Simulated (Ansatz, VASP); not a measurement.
# Two plane-wave programs on Ca

```
Ca
1.0
     3.51294    0.00000    0.00000
     0.00000    3.51294    0.00000
     0.00000    0.00000    3.51294
Ca
1
Direct
  0.00000 0.00000 0.00000
```

Alike in both runs: task single point; functional RPBE; k mesh 10 × 10 × 10; occupations fermi-dirac, width 0.1 eV; no spin polarisation.

|  | VASP | Ansatz |
| --- | --- | --- |
| version | VASP 6.6.1 | Ansatz 0.2.0 |
| potentials or method | VASP PAW PBE potentials, release 64 (Ca_sv), cutoff 520 eV | plane waves (420 eV) with PAW, scalar-relativistic |
| valence electrons in the cell | 10 | 10 |

|  | VASP | Ansatz | Ansatz less VASP |
| --- | --- | --- | --- |
| pressure (GPa) | 0.8 | 0.8 | -0.01 |

VASP's potentials were made for PBE, not for RPBE.
